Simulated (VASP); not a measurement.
Set up this calculation in VASP 6.6.1, as the native input.

```yaml
Task: single point
Functional: PBEsol
Dispersion: D4
Potentials_or_basis: VASP PAW PBE potentials, release 64 (Pt, Se)
Cutoff: 520 eV
k_mesh: 9 × 9 × 6
Occupations: fermi-dirac, width 0.15 eV
Spin: no spin polarisation
Dipole_correction: no
Further_INCAR_settings: ALGO = Normal; EDIFF = 1e-06; NBANDS = 18
```

The structure of PtSe2 (Sudovikovite) lies in POSCAR:

```
PtSe2
1.0
    3.7475862329      0.0000000000      0.0000000000
   -1.8737931164      3.2455048805      0.0000000000
    0.0000000000      0.0000000000      4.7089889348
Pt Se
1 2
Direct
    0.0000000000      0.0000000000      0.0000000000
    0.3333333333      0.6666666667      0.2684612237
    0.6666666667      0.3333333333      0.7315387763
```

The input as run:

INCAR

```
SYSTEM = PtSe2
PREC = Accurate
ENCUT = 520
EDIFF = 1E-6
ISMEAR = -1
SIGMA = 0.15
LREAL = .False.
LASPH = .True.
NELM = 100
ALGO = Normal
ISIF = 2
LWAVE = .False.
LCHARG = .True.
GGA = PS
IVDW = 13
LELF = .True.
LVHAR = .True.
NBANDS = 18
```

KPOINTS

```
Automatic mesh
0
Gamma
  9 9 6
  0 0 0
```

Potentials or basis: VASP PAW PBE potentials, release 64 (Pt, Se).

Run with:

```sh
$ cat potpaw_PBE.64/Pt/POTCAR potpaw_PBE.64/Se/POTCAR > POTCAR
$ mpirun -np 1 vasp_std > vasp.out
```

Results of the run:

The pressure is 0.1 GPa and the largest force is 0.020 eV/Å. The band gap on the k mesh is zero (band 11 reaches 7.96 eV, above the bottom of band 12 at 7.04 eV). The dispersion energy per atom is -0.304 eV.

Caveat: the PAW data sets were made with another functional, which shifts forces and pressure a little; spin-orbit coupling is left out, which moves the levels of the heavy elements; pairwise dispersion overbinds metals, which lowers pressure and volume.

It took 85 s on 1 thread of AMD EPYC 7R13 Processor (Zen 3), with other jobs on the host, peak memory 0.18 GiB.
